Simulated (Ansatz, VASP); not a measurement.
# Al2Cu: VASP beside Ansatz

```
Al Cu
1.0
     4.05110    0.00000    0.00000
     0.00000    4.05110    0.00000
     0.00000    0.00000    2.81193
Al Cu
2 1
Cartesian
  2.0256 0.0000 1.4060
  0.0000 2.0256 1.4060
  0.0000 0.0000 0.0000
```

Alike in both runs: functional LDA; k mesh 8 × 8 × 12; occupations gaussian, width 0.1 eV; no spin polarisation.

Ansatz relaxed the structure, and its values are those at the end. VASP's run is a single point on that final structure, the one shown.

```csv
,VASP,Ansatz
version,VASP 6.6.1,Ansatz 0.2.0
potentials or method,"VASP PAW LDA potentials, release 64 (Al, Cu), cutoff 520 eV","scalar-relativistic, plane waves, PAW"
valence electrons in the cell,17,25
```

|  | VASP | Ansatz | Ansatz less VASP |
| --- | --- | --- | --- |
| gap on the k mesh at the Fermi level (eV) | none | none | - |
| pressure (GPa) | 0.3 | 0.0 | -0.27 |

Ansatz warns that its potentials were made for another functional, while VASP's fit it. LDA's correlation is that of Perdew and Zunger in VASP and of Perdew and Wang (1992) in Ansatz. A gap of «none» marks a metal or a gap that the smearing closes. VASP's potentials hold 17 valence electrons a cell and Ansatz's 25, so a difference there can come from the potentials and not from the codes.
